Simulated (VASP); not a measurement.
# HgTe (I4mm) in VASP: notebook

The runs below take HgTe through single point, with PBE.

Everything below comes from runs of VASP 6.6.1. Logs are shortened: lines on timing, memory, paths and dates and some standing lists are left out, and cuts for length are marked.

## 1. The cell of the first run

The structure is tetragonal, space group I4mm (No. 107). Conventional cell: a = 4.352 Å, b = 4.352 Å, c = 6.154 Å, α = 90.00°, β = 90.00°, γ = 90.00°. Within 3.7 Å of Hg (site symmetry 4mm) lie 6 Te at 2.78 to 3.38 Å. Te (site symmetry 4mm) has 6 Hg at 2.78 to 3.38 Å within 3.7 Å.

## 2. Single point, PBE (atom 2 (Te) moved by (-0.300, +0.000) A along x and y)

INCAR

```
PREC = Accurate ; ENCUT = 500
EDIFF = 1E-6 ; ISMEAR = 0
SIGMA = 0.15 ; LREAL = F
LASPH = T ; NELM = 120
ALGO = Normal ; ISIF = 2
LWAVE = F ; LCHARG = T
GGA = PE ; LELF = T
LVHAR = T ; NBANDS = 16
GGA_COMPAT = F
```

KPOINTS

```
Automatic mesh
0
Gamma
  8 8 8
```

POSCAR

```
HgTe
1.0
    0.0000000000      3.0771170000      3.0771170000
    3.0771170000      0.0000000000      3.0771170000
    3.0771170000      3.0771170000      0.0000000000
Hg Te
1 1
Direct
    0.0000000000      0.0000000000      0.0000000000
    0.5487469277      0.4512530723      0.4512530723
```

Potentials or basis: VASP PAW PBE potentials, release 64 (Hg, Te).

On the command line:

```sh
$ cat potpaw_PBE.64/Hg/POTCAR potpaw_PBE.64/Te/POTCAR > POTCAR
$ mpirun -np 1 vasp_std > vasp.out
```

OUTCAR:

```text
PREC = Accurate
   ENCUT = 500
   EDIFF = 1E-6
   ISMEAR = 0
   LREAL = F
   LASPH = T
   NELM = 120
   ISIF = 2
   GGA = PE

 ion  position               nearest neighbor table
   1  0.000  0.000  0.000-   2 2.78   2 3.09   2 3.09   2 3.09   2 3.09   2 3.38
   2  0.549  0.451  0.451-   1 2.78   1 3.09   1 3.09   1 3.09   1 3.09   1 3.38

  LATTYP: Found a face centered cubic cell.
 ALAT       =     6.1542340000

  Lattice vectors:

 A1 = (   0.0000000000,   3.0771170000,   3.0771170000)
 A2 = (   3.0771170000,   0.0000000000,   3.0771170000)
 A3 = (   3.0771170000,   3.0771170000,   0.0000000000)

Analysis of symmetry for initial positions (statically):
=====================================================================
 Subroutine PRICEL returns:
 Original cell was already a primitive cell.

 Routine SETGRP: Setting up the symmetry group for a
 face centered cubic supercell.

 Subroutine GETGRP returns: Found  8 space group operations
 (whereof  8 operations were pure point group operations)
 out of a pool of 48 trial point group operations.

The static configuration has the point symmetry C_4v.

Analysis of symmetry for dynamics (positions and initial velocities):
=====================================================================
 Subroutine PRICEL returns:
 Original cell was already a primitive cell.

 Routine SETGRP: Setting up the symmetry group for a
 face centered cubic supercell.

 Subroutine GETGRP returns: Found  8 space group operations
 (whereof  8 operations were pure point group operations)
 out of a pool of 48 trial point group operations.

The dynamic configuration has the point symmetry C_4v.

 Subroutine INISYM returns: Found  8 space group operations
 (whereof  8 operations are pure point group operations),
 and found     1 'primitive' translations

----------------------------------------------------------------------------------------

                                     Primitive cell

  volume of cell :      58.2723

  direct lattice vectors                    reciprocal lattice vectors
     0.000000000  3.077117000  3.077117000    -0.162489759  0.162489759  0.162489759
     3.077117000  0.000000000  3.077117000     0.162489759 -0.162489759  0.162489759
     3.077117000  3.077117000  0.000000000     0.162489759  0.162489759 -0.162489759

  length of vectors
     4.351700594  4.351700594  4.351700594     0.281440518  0.281440518  0.281440518

  position of ions in fractional coordinates (direct lattice)
     0.000000000  0.000000000  0.000000000
     0.548746928  0.451253072  0.451253072

  ion indices of the primitive-cell ions
   primitive index   ion index
                 1           1
                 2           2

----------------------------------------------------------------------------------------

 KPOINTS: Automatic mesh

Automatic generation of k-mesh.
 Grid dimensions read from file:
 generate k-points for:    8    8    8

 Generating k-lattice:

  Cartesian coordinates                     Fractional coordinates (reciprocal lattice)
    -0.020311220  0.020311220  0.020311220     0.125000000  0.000000000  0.000000000
     0.020311220 -0.020311220  0.020311220     0.000000000  0.125000000  0.000000000
     0.020311220  0.020311220 -0.020311220     0.000000000  0.000000000  0.125000000

  Length of vectors
     0.035180065  0.035180065  0.035180065

  Shift w.r.t. Gamma in fractional coordinates (k-lattice)
     0.000000000  0.000000000  0.000000000

 Subroutine IBZKPT returns following result:
 ===========================================

 Found     59 irreducible k-points:

 Following reciprocal coordinates:
            Coordinates               Weight
  0.000000  0.000000  0.000000      1.000000
  0.125000  0.000000  0.000000      8.000000
  0.250000  0.000000  0.000000      8.000000
  0.375000  0.000000  0.000000      8.000000
  0.500000  0.000000  0.000000      4.000000
  0.125000  0.125000  0.000000      4.000000
[... 16 lines left out ...]
  0.000000  0.375000  0.250000      8.000000
  0.500000  0.250000  0.000000     16.000000
 [... further k-points ...]
   k-points           NKPTS =     59   k-points in BZ     NKDIM =     59   number of bands    NBANDS=     16
   number of dos      NEDOS =    301   number of ions     NIONS =      2
   total plane-waves  NPLWV =  32768
   dimension x,y,z NGX =    32 NGY =   32 NGZ =   32
   dimension x,y,z NGXF=    64 NGYF=   64 NGZF=   64
   ions per type =               1   1
   NGX,Y,Z   is equivalent  to a cutoff of  12.22, 12.22, 12.22 a.u.
   NGXF,Y,Z  is equivalent  to a cutoff of  24.45, 24.45, 24.45 a.u.
 SYSTEM =  unknown system
   PREC   = accura    normal or accurate (medium, high low for compatibility)
   ISTART =      0    job   : 0-new  1-cont  2-samecut
   ICHARG =      2    charge: 1-file 2-atom 10-const
   ISPIN  =      1    spin polarized calculation?
   LNONCOLLINEAR =      F non collinear calculations
   LSORBIT =      F    spin-orbit coupling
   LASPH  =      T    aspherical Exc in radial PAW
   ENCUT  =  500.0 eV  36.75 Ry    6.06 a.u.   7.93  7.93  7.93*2*pi/ulx,y,z
   NELM   =    120;   NELMIN=  2; NELMDL= -5     # of ELM steps
   EDIFF  = 0.1E-05   stopping-criterion for ELM
   LREAL  =      F    real-space projection
   EDIFFG = 0.1E-04   stopping-criterion for IOM
   NSW    =      0    number of steps for IOM
   IBRION =     -1    ionic relax: 0-MD 1-quasi-New 2-CG
   NFREE  =      0    steps in history (QN), initial steepest desc. (CG)
   ISIF   =      2    stress and relaxation
   ISYM   =      2    0-nonsym 1-usesym 2-fastsym
   POTIM  = 0.5000    time-step for ionic-motion
   TEBEG  =    0.0;   TEEND  =   0.0 temperature during run
   PSTRESS=    0.0 pullay stress
   NELECT =      18.0000    total number of electrons
   NUPDOWN=      -1.0000    fix difference up-down
   EMIN   =  10.00;   EMAX   =-10.00  energy-range for DOS
   EFERMI =   0.00;   METHOD = LEGACY
   ISMEAR =     0;   SIGMA  =   0.15  broadening in eV -4-tet -1-fermi 0-gaus
   EFERMI_NEDOS =   21; number of points for ismear=-14 and -15
   IALGO  =     38    algorithm
   IMIX   =      4    mixing-type and parameters
     AMIX     =   0.40;   BMIX     =  1.00
     AMIX_MAG =   1.60;   BMIX_MAG =  1.00
  volume/ion in A,a.u.               =      29.14       196.62
  Fermi-wavevector in a.u.,A,eV,Ry     =   1.106653  2.091272 16.662809  1.224682
  Thomas-Fermi vector in A             =   2.243157
   LORBIT       =      0    0 simple, 1 ext, 2 COOP (PROOUT), +10 PAW based schemes
   GGA     = PE    functional components
   LHFCALC =     F    Hartree Fock is set to
   AEXX    =    0.0000 exact exchange contribution
   IVDW    =     0    specifies the selected vdW correction
   LEPSILON=     F    determine dielectric tensor
   LRPA    =     F    only Hartree local field effects (RPA)
 non-spin polarized calculation
 Gauss-broadening in eV      SIGMA  =   0.15
  energy-cutoff  :      500.00
  volume of cell :       58.27
 maximum number of plane-waves:      1494
   NGX = 15   NGY = 15   NGZ = 15

 number of electron      17.9999999 magnetization

 Free energy of the ion-electron system (eV)
  ---------------------------------------------------
  ext. energy  EPLUGINS =         0.00000000
  ---------------------------------------------------
  free energy    TOTEN  =        -3.26443018 eV

  energy without entropy =       -3.24852946  energy(sigma->0) =       -3.25647982

 E-fermi :   4.1533     XC(G=0):  -9.7305

 val. band max:        4.1228127035   @ k =  -0.3750   0.1250   0.0000
 cond. band min:       4.1563081751   @ k =   0.5000   0.0000   0.0000
 fundamental gap:      0.0334954715
 Fermi energy:         4.1533300227

 k-point     1 :       0.0000    0.0000    0.0000
  band No.  band energies     occupation
      1      -7.7911      2.00000
      2      -2.7091      2.00000
      3      -2.5598      2.00000
      4      -2.5598      2.00000
      5      -2.5247      2.00000
      6      -2.4746      2.00000
[... 8 lines left out ...]
     15      12.5312      0.00000
     16      12.5312      0.00000

 k-point     2 :       0.1250    0.0000    0.0000
  band No.  band energies     occupation
      1      -7.6664      2.00000
      2      -2.7510      2.00000
      3      -2.5912      2.00000
      4      -2.5583      2.00000
      5      -2.5145      2.00000
      6      -2.4655      2.00000
[... 8 lines left out ...]
     15      12.3637      0.00000
     16      12.4002      0.00000

 k-point     3 :       0.2500    0.0000    0.0000
  band No.  band energies     occupation
      1      -7.3272      2.00000
      2      -2.8482      2.00000
      3      -2.6944      2.00000
      4      -2.5897      2.00000
      5      -2.4573      2.00000
      6      -2.4262      2.00000
[... 8 lines left out ...]
     15      12.9174      0.00000
     16      12.9730      0.00000

 k-point     4 :       0.3750    0.0000    0.0000
  band No.  band energies     occupation
      1      -6.9078      2.00000
      2      -2.9273      2.00000
      3      -2.7949      2.00000
      4      -2.7153      2.00000
      5      -2.3963      2.00000
      6      -2.3744      2.00000
[... 8 lines left out ...]
     15      14.0374      0.00000
     16      14.1016      0.00000

 k-point     5 :       0.5000    0.0000    0.0000
  band No.  band energies     occupation
      1      -6.6962      2.00000
      2      -2.9055      2.00000
      3      -2.8791      2.00000
      4      -2.8353      2.00000
      5      -2.3705      2.00000
      6      -2.3512      2.00000
[... 8 lines left out ...]
     15      15.0426      0.00000
     16      15.0591      0.00000

 k-point     6 :       0.1250    0.1250    0.0000
  band No.  band energies     occupation
      1      -7.6317      2.00000
      2      -2.7381      2.00000
      3      -2.5925      2.00000
      4      -2.5823      2.00000
      5      -2.5139      2.00000
      6      -2.4518      2.00000
[... 8 lines left out ...]
     15      13.0790      0.00000
     16      13.3582      0.00000

 k-point     7 :       0.0000    0.1250    0.1250
  band No.  band energies     occupation
      1      -7.6258      2.00000
      2      -2.8184      2.00000
      3      -2.5368      2.00000
      4      -2.5368      2.00000
      5      -2.5116      2.00000
      6      -2.4932      2.00000
[... 8 lines left out ...]
     15      13.4580      0.00000
     16      13.4580      0.00000

 k-point     8 :       0.2500    0.1250    0.0000
  band No.  band energies     occupation
      1      -7.3798      2.00000
      2      -2.7925      2.00000
      3      -2.6737      2.00000
      4      -2.5857      2.00000
      5      -2.4672      2.00000
      6      -2.4181      2.00000
[... 8 lines left out ...]
     15      13.3750      0.00000
     16      13.7337      0.00000

 k-point     9 :       0.0000    0.2500    0.1250
  band No.  band energies     occupation
      1      -7.3694      2.00000
      2      -2.9075      2.00000
      3      -2.5888      2.00000
      4      -2.5476      2.00000
      5      -2.4705      2.00000
      6      -2.4513      2.00000
[... 8 lines left out ...]
     15      13.4571      0.00000
     16      13.8481      0.00000
[... 172 lines left out ...]
 k-point    19 :       0.0000   -0.1250    0.1250
  band No.  band energies     occupation
      1      -7.4786      2.00000
      2      -2.7695      2.00000
      3      -2.6726      2.00000
      4      -2.5545      2.00000
      5      -2.5039      2.00000
      6      -2.4289      2.00000
[... 8 lines left out ...]
     15      12.6567      0.00000
     16      13.3853      0.00000

 k-point    20 :       0.2500    0.2500    0.0000
  band No.  band energies     occupation
      1      -7.2560      2.00000
      2      -2.7601      2.00000
      3      -2.6317      2.00000
      4      -2.6129      2.00000
      5      -2.4423      2.00000
      6      -2.3873      2.00000
[... 8 lines left out ...]
     15      14.6501      0.00000
     16      15.2057      0.00000

 k-point    21 :       0.0000    0.2500    0.2500
  band No.  band energies     occupation
      1      -7.2382      2.00000
      2      -2.9213      2.00000
      3      -2.5379      2.00000
      4      -2.4796      2.00000
      5      -2.4647      2.00000
      6      -2.4647      2.00000
[... 8 lines left out ...]
     15      15.1315      0.00000
     16      15.2880      0.00000

 k-point    22 :       0.3750    0.2500    0.0000
  band No.  band energies     occupation
      1      -7.0121      2.00000
      2      -2.6995      2.00000
      3      -2.6652      2.00000
      4      -2.6067      2.00000
      5      -2.3797      2.00000
      6      -2.3367      2.00000
[... 8 lines left out ...]
     15      15.2858      0.00000
     16      15.5095      0.00000

 k-point    23 :       0.0000    0.3750    0.2500
  band No.  band energies     occupation
      1      -6.9942      2.00000
      2      -2.8148      2.00000
      3      -2.5616      2.00000
      4      -2.5451      2.00000
      5      -2.4070      2.00000
      6      -2.3803      2.00000
[... 8 lines left out ...]
     15      15.3893      0.00000
     16      15.5492      0.00000

 k-point    24 :       0.5000    0.2500    0.0000
  band No.  band energies     occupation
      1      -6.7736      2.00000
      2      -2.8008      2.00000
      3      -2.6459      2.00000
      4      -2.5356      2.00000
      5      -2.3266      2.00000
      6      -2.2382      2.00000
[... 8 lines left out ...]
     15      15.4442      0.00000
     16      15.8788      0.00000

 [... further k-points ...]

------------------------ aborting loop because EDIFF is reached ----------------------------------------

  FORCE on cell =-STRESS in cart. coord.  units (eV):
  Direction    XX          YY          ZZ          XY          YZ          ZX
  --------------------------------------------------------------------------------------
  -------------------------------------------------------------------------------------
  Total        1.7608693     -0.0570147     -0.0570147      0.0000000      0.0000000     -0.0000000
  in kB       48.4145261     -1.5675999     -1.5675999      0.0000000      0.0000000     -0.0000000
  external PRESSURE =      15.0931087 kB  Pullay stress =       0.0000000 kB

 VOLUME and BASIS-vectors are now :
 -----------------------------------------------------------------------------
  energy-cutoff  :      500.00
  volume of cell :       58.27
      direct lattice vectors                 reciprocal lattice vectors
     0.000000000  3.077117000  3.077117000    -0.162489759  0.162489759  0.162489759
     3.077117000  0.000000000  3.077117000     0.162489759 -0.162489759  0.162489759
     3.077117000  3.077117000  0.000000000     0.162489759  0.162489759 -0.162489759

 POSITION                                       TOTAL-FORCE (eV/Angst)
 -----------------------------------------------------------------------------------
      0.00000      0.00000      0.00000        -0.641960      0.000000      0.000000
      2.77712      3.07712      3.07712         0.641960      0.000000      0.000000
 -----------------------------------------------------------------------------------
    total drift:                               -0.000162     -0.000000     -0.000000

  FREE ENERGIE OF THE ION-ELECTRON SYSTEM (eV)
  ---------------------------------------------------
  free  energy   TOTEN  =        -3.2644301804 eV

  energy  without entropy=       -3.2485294648  energy(sigma->0) =       -3.25647982
```

It took 17 s on 1 thread of Intel Xeon 6975P-C (Granite Rapids), shared host; peak memory 0.21 GiB.

What came out:

```yaml
Free_energy: -3.2644 eV
Pressure: 1.5 GPa
Largest_force: 0.642 eV/Å
Band_gap_on_the_k_mesh: zero (bands 9 and 10 overlap by 2.38 eV)
```

Forces on the atoms (eV/Å):
```
Hg  -0.642  0.000  0.000
Te   0.642  0.000  0.000
```

Caveat: the cell differs from its parent crystal (atom 2 (Te) moved by (-0.300, +0.000) A along x and y); spin-orbit coupling is left out, which moves the levels of the heavy elements.

(Part 1 of 2 ends here.)
